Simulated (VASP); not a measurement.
Runs of VASP 6.6.1 on Mn. The structure is that of space group Fm-3m (No. 225), or close to it. The cells are those of the table. 

```tsv
task	cell	k mesh	cutoff (eV)	gap on the mesh (eV)	pressure (GPa)
single point	a = 2.522 Å, angles 60.0°, 1 atom	17 × 17 × 17	520	none	-9.5
single point	a = 2.490 Å, angles 60.0°, 1 atom	17 × 17 × 17	520	none	0.1
single point	a = 2.490 Å, angles 60.0°, 1 atom	15 × 15 × 15	520	none	0.0
single point	a = 2.421 Å, angles 60.0°, 1 atom	17 × 17 × 17	520	none	26.9
single point	a = 2.490 Å, angles 60.0°, 1 atom	25 × 25 × 25	520	none	0.1
single point	a = 2.386 Å, angles 60.0°, 1 atom	17 × 17 × 17	520	none	45.5
single point	a = 2.456 Å, angles 60.0°, 1 atom	17 × 17 × 17	520	none	12.0
single point	a = 2.586 Å, angles 60.0°, 1 atom	17 × 17 × 17	520	none	(a)
single point	a = 2.554 Å, angles 60.0°, 1 atom	17 × 17 × 17	520	none	(b)
relaxation of cell and atoms	relaxed from a = 2.552 Å, angles 60.0°, 1 atom	15 × 15 × 15	600	none	-0.1
```

Alike in all rows: level revPBE; potentials or basis VASP PAW PBE potentials, release 64 (Mn_pv); no spin polarisation; smearing fermi-dirac 0.1 eV.

Q: Estimate the missing entries.

A: (a) -23.2; (b) -17.1.

Caveats: the PAW data sets were made with another functional, which shifts forces and pressure a little; the run has no spin polarisation, though such a crystal can be magnetic.

A gap of «none» marks levels without a gap at the run's occupations.
